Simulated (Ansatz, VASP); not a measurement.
**Te: VASP beside Ansatz**

```
Te
1.0
    -1.88223    1.88223    1.88223
     1.88223   -1.88223    1.88223
     1.88223    1.88223   -1.88223
Te
1
Direct
  0.00000 0.00000 0.00000
```

Alike in both runs: functional LDA; k mesh 19 × 19 × 19; occupations fermi-dirac, width 0.05 eV; no spin polarisation.

Ansatz relaxed the structure, and its values are those at the end. VASP's run is a single point on that final structure, the one shown.

```csv
,VASP,Ansatz
version,VASP 6.6.1,Ansatz 0.2.0
potentials or method,"VASP PAW LDA potentials, release 64 (Te)","PAW with Ansatz's default frozen-core files, scalar-relativistic"
plane-wave cutoff (eV),520,420
valence electrons in the cell,6,16
```

```csv
,VASP,Ansatz,Ansatz less VASP
pressure (GPa),0.0,0.0,-0.03
```

LDA's correlation is that of Perdew and Zunger in VASP and of Perdew and Wang (1992) in Ansatz. VASP's potentials hold 6 valence electrons a cell and Ansatz's 16, so a difference there can come from the potentials and not from the codes.

Spin-orbit coupling is off throughout.
